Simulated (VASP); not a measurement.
SiNi2, 6 atoms in the cell. It takes space group P6_3/mmc (No. 194, hexagonal). The conventional cell has a = 4.025 Å, b = 4.025 Å, c = 5.185 Å, α = 90.00°, β = 90.00°, γ = 120.00°. Si (site symmetry -6m2) has 11 Ni at 2.32 to 2.66 Å within 3.1 Å. Ni (site symmetry -3m) has 8 Ni at 2.59 to 2.66 Å and 6 Si at 2.66 Å within 3.4 Å. Within 3.1 Å of Ni (site symmetry -6m2) lie 5 Si at 2.32 to 2.59 Å and 6 Ni at 2.66 Å. 

| Quantity | Value |
| --- | --- |
| Program | VASP 6.6.1 |
| Task | relaxation of shape and atoms at fixed volume |
| Functional | PBE |
| Potentials or basis | VASP PAW PBE potentials, release 64 (Si, Ni) |
| Cutoff | 600 eV |
| k mesh | 12 × 12 × 8 |
| Occupations | gaussian, width 0.1 eV |
| Spin | no spin polarisation |
| Dipole correction | no |
| Further INCAR settings | ALGO = Normal; EDIFF = 1e-07; IBRION = 2; EDIFFG = -0.01; NSW = 50; ISIF = 4 |

Potentials or basis: VASP PAW PBE potentials, release 64 (Si, Ni).

Command:

```sh
$ cat potpaw_PBE.64/Si/POTCAR potpaw_PBE.64/Ni/POTCAR > POTCAR
$ mpirun -np 1 vasp_std > vasp.out
```

Hardware: 1 thread of Intel(R) Xeon(R) Platinum 8375C CPU @ 2.90GHz (Ice Lake) (shared host).

Question: Estimate the wall time of this run.

Answer: Wall time 6 min on 1 thread of Intel(R) Xeon(R) Platinum 8375C CPU @ 2.90GHz (Ice Lake), on a shared host, peak memory 0.34 GiB. Counts: scf iterations 35, k points 95, ion steps 3.
